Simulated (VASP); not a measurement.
# AlN (Cm) in VASP: a series of runs, part 2 of 2

VASP 6.6.1.

## (3) Single point, r2SCAN

This run uses another cell than the first one, of the same volume but with other edges.

POSCAR reads:

```
AlN
1.0
   -3.1066653375      0.0000000000      0.0000000000
   -1.5533326688     -2.6904511034      0.0000000000
   -3.4949985048     -2.0178383275      9.9568096770
Al N
4 4
Direct
   -0.3451140050     -0.3451140050      0.9045964511
    0.0298859950      0.0298859950      0.4045964511
    0.5507193283      0.5507193283      0.1545964511
    0.1757193283      0.1757193283      0.6545964511
    0.2617806717      0.2617806717      0.0954035489
   -0.1132193283     -0.1132193283      0.5954035489
    0.4076140050      0.4076140050      0.3454035489
    0.0326140050      0.0326140050      0.8454035489
```

INCAR.step1 reads:

```
SYSTEM = AlN
ALGO = Normal ; EDIFF = 1E-4
ENCUT = 520 ; GGA = PE
ISMEAR = 0 ; LASPH = .True.
LCHARG = .False. ; LREAL = .False.
LWAVE = .True. ; NBANDS = 26
NELM = 80 ; PREC = Accurate
SIGMA = 0.05
```

INCAR.step2 reads:

```
SYSTEM = AlN
ALGO = Normal ; EDIFF = 1E-7
ENCUT = 520 ; ISIF = 2
ISMEAR = 0 ; ISTART = 1
LASPH = .True. ; LCHARG = .False.
LMIXTAU = .True. ; LREAL = .False.
LWAVE = .False. ; METAGGA = R2SCAN
NBANDS = 26 ; NELM = 80
PREC = Accurate ; SIGMA = 0.05
```

KPOINTS reads:

```
k-points
0
Gamma
  8 8 3
  0 0 0
```

Potentials or basis: VASP PAW PBE potentials, release 64 (Al, N).

Command:

```bash
$ cat potpaw_PBE.64/Al/POTCAR potpaw_PBE.64/N/POTCAR > POTCAR
$ cp INCAR.step1 INCAR
$ mpirun -np 1 vasp_std > vasp.out
$ cp INCAR.step2 INCAR
$ mpirun -np 1 vasp_std > vasp.out
```

OUTCAR:

```text
SYSTEM = AlN
   EDIFF = 1E-7
   ENCUT = 520
   ISIF = 2
   ISMEAR = 0
   ISTART = 1
   LASPH = .True.
   LREAL = .False.
   METAGGA = R2SCAN
   NELM = 80
   PREC = Accurate

 ion  position               nearest neighbor table
   1  0.655  0.655  0.905-   8 1.89   8 1.89   8 1.89   5 2.33   3 2.53   4 3.07   4 3.07   4 3.07

   2  0.030  0.030  0.405-   7 1.89   7 1.89   7 1.89   6 1.90   3 3.07   4 3.07   4 3.07   3 3.07
                             3 3.07   4 3.07
   3  0.551  0.551  0.155-   5 1.89   5 1.89   5 1.89   7 1.90   1 2.53   2 3.07   2 3.07   2 3.07

   4  0.176  0.176  0.655-   6 1.89   6 1.89   6 1.89   8 1.90   1 3.07   2 3.07   2 3.07   1 3.07
                             1 3.07   2 3.07
   5  0.262  0.262  0.095-   3 1.89   3 1.89   3 1.89   1 2.33
   6  0.887  0.887  0.595-   4 1.89   4 1.89   4 1.89   2 1.90
   7  0.408  0.408  0.345-   2 1.89   2 1.89   2 1.89   3 1.90
   8  0.033  0.033  0.845-   1 1.89   1 1.89   1 1.89   4 1.90

  LATTYP: Found a base centered monoclinic cell.
 ALAT       =     5.3809022067
 B/A-ratio  =     0.5773502692
 C/A-ratio  =     1.8672097010
 COS(beta)  =    -0.1338896214

  Lattice vectors:

 A1 = (  -3.1066653375,   0.0000000000,   0.0000000000)
 A2 = (  -1.5533326688,  -2.6904511034,   0.0000000000)
 A3 = (   1.1649995015,   0.6726127759,   9.9568096770)

Analysis of symmetry for initial positions (statically):
=====================================================================
 Subroutine PRICEL returns:
 Original cell was already a primitive cell.

 Routine SETGRP: Setting up the symmetry group for a
 base centered monoclinic supercell.

 Subroutine GETGRP returns: Found  2 space group operations
 (whereof  2 operations were pure point group operations)
 out of a pool of  4 trial point group operations.

The static configuration has the point symmetry C_1h.

Analysis of symmetry for dynamics (positions and initial velocities):
[... 148 lines left out ...]
   METAGGA = R2SCAN    functional components
   LHFCALC =     F    Hartree Fock is set to
   AEXX    =    0.0000 exact exchange contribution
   IVDW    =     0    specifies the selected vdW correction
   LEPSILON=     F    determine dielectric tensor
   LRPA    =     F    only Hartree local field effects (RPA)
 non-spin polarized calculation
 Gauss-broadening in eV      SIGMA  =   0.05
  energy-cutoff  :      520.00
  volume of cell :       83.22
 maximum number of plane-waves:      2260
   NGX = 11   NGY = 11   NGZ = 39

 number of electron      32.0000001 magnetization

 Free energy of the ion-electron system (eV)
  ---------------------------------------------------
  ext. energy  EPLUGINS =         0.00000000
  ---------------------------------------------------
  free energy    TOTEN  =       -75.42676357 eV

  energy without entropy =      -75.42676357  energy(sigma->0) =      -75.42676357

 E-fermi :   6.5055     XC(G=0): -11.4623

 val. band max:        6.2316678163   @ k =   0.0000   0.0000   0.0000
 cond. band min:       9.8515564381   @ k =   0.5000   0.5000   0.3333
 fundamental gap:      3.6198886219
 Fermi energy:         6.5055464671

 k-point     1 :       0.0000    0.0000    0.0000
  band No.  band energies     occupation
      1      -9.9960      2.00000
      2      -9.1180      2.00000
      3      -9.0847      2.00000
      4      -7.8586      2.00000
      5      -0.0424      2.00000
      6       2.5469      2.00000
[... 685 lines left out ...]
     25      17.4084      0.00000
     26      18.3079      0.00000

 [... further k-points ...]

------------------------ aborting loop because EDIFF is reached ----------------------------------------

  FORCE on cell =-STRESS in cart. coord.  units (eV):
  Direction    XX          YY          ZZ          XY          YZ          ZX
  --------------------------------------------------------------------------------------
  -------------------------------------------------------------------------------------
  Total       -3.7889733     -2.1256494      2.9740886     -1.4404807     -0.9318874     -1.6140749
  in kB      -72.9444655    -40.9225269     57.2564875    -27.7318123    -17.9404877    -31.0738093
  external PRESSURE =     -18.8701683 kB  Pullay stress =       0.0000000 kB

 VOLUME and BASIS-vectors are now :
 -----------------------------------------------------------------------------
  energy-cutoff  :      520.00
  volume of cell :       83.22
      direct lattice vectors                 reciprocal lattice vectors
    -3.106665337  0.000000000  0.000000000    -0.321888550  0.185842441 -0.075325333
    -1.553332669 -2.690451103  0.000000000     0.000000000 -0.371684882 -0.075325333
    -3.494998505 -2.017838327  9.956809677     0.000000000  0.000000000  0.100433777

 POSITION                                       TOTAL-FORCE (eV/Angst)
 -----------------------------------------------------------------------------------
     -6.21333     -3.58727      9.00689         0.993298      0.573481     -0.795430
     -1.55333     -0.89682      4.02849        -0.009670     -0.005583     -0.025902
     -3.10667     -1.79363      1.53929        -0.350196     -0.202186      1.852670
     -3.10667     -1.79363      6.51769        -0.008201     -0.004735     -0.006807
     -1.55333     -0.89682      0.94991        -0.480943     -0.277673     -0.798405
     -6.21333     -3.58727      5.92832        -0.011780     -0.006801     -0.027046
     -3.10667     -1.79363      3.43912         0.007329      0.004232      0.009234
     -3.10667     -1.79363      8.41752        -0.139837     -0.080735     -0.208315
 -----------------------------------------------------------------------------------
    total drift:                                0.003664      0.002115     -0.023338

  FREE ENERGIE OF THE ION-ELECTRON SYSTEM (eV)
  ---------------------------------------------------
  free  energy   TOTEN  =       -75.4267635658 eV

  energy  without entropy=      -75.4267635658  energy(sigma->0) =      -75.42676357
```

OUTCAR.step1:

```text
SYSTEM = AlN
   EDIFF = 1E-4
   ENCUT = 520
   GGA = PE
   ISMEAR = 0
   LASPH = .True.
   LREAL = .False.
   NELM = 80
[... 945 lines left out ...]
     -6.21333     -3.58727      5.92832        -0.011346     -0.006550     -0.012299
     -3.10667     -1.79363      3.43912         0.007911      0.004567      0.026031
     -3.10667     -1.79363      8.41752        -0.130178     -0.075158     -0.188498
 -----------------------------------------------------------------------------------
    total drift:                               -0.001168     -0.000674      0.004036

  FREE ENERGIE OF THE ION-ELECTRON SYSTEM (eV)
  ---------------------------------------------------
  free  energy   TOTEN  =       -58.1934468797 eV

  energy  without entropy=      -58.1934468796  energy(sigma->0) =      -58.19344688
```

Wall time 3.4 min (1 thread of Intel Xeon 6975P-C (Granite Rapids), shared host); peak memory 0.26 GiB.

Results:

- Free energy: -75.4268 eV
- Pressure: -1.9 GPa
- Largest force: 1.896 eV/Å
- Band gap on the k mesh: 3.62 eV, indirect (least direct gap 4.07 eV)

Forces on the atoms (eV/Å):
```
Al   0.993  0.573 -0.795
Al  -0.010 -0.006 -0.026
Al  -0.350 -0.202  1.853
Al  -0.008 -0.005 -0.007
N   -0.481 -0.278 -0.798
N   -0.012 -0.007 -0.027
N    0.007  0.004  0.009
N   -0.140 -0.081 -0.208
```

Stress tensor (GPa, compression positive):
```
-7.29 -2.77 -3.11
-2.77 -4.09 -1.79
-3.11 -1.79  5.73
```

Levels at points of the mesh, in eV from the valence-band top:
```tsv
k point	band 13	band 14	band 15	band 16	band 17	band 18	band 19	band 20
(0.00, 0.00, 0.00)	-0.75	-0.56	-0.41	0.00	4.07	6.24	7.04	7.29
(0.50, 0.00, 0.00)	-1.80	-1.62	-1.07	-0.98	3.89	5.89	6.22	6.94
(0.50, 0.50, 0.00)	-1.77	-1.75	-0.96	-0.82	3.81	5.96	6.17	7.23
```

Caveat: the PAW data sets were made with another functional, which shifts forces and pressure a little. r2SCAN opens gaps a little over a GGA but as a rule still falls short of measured ones.
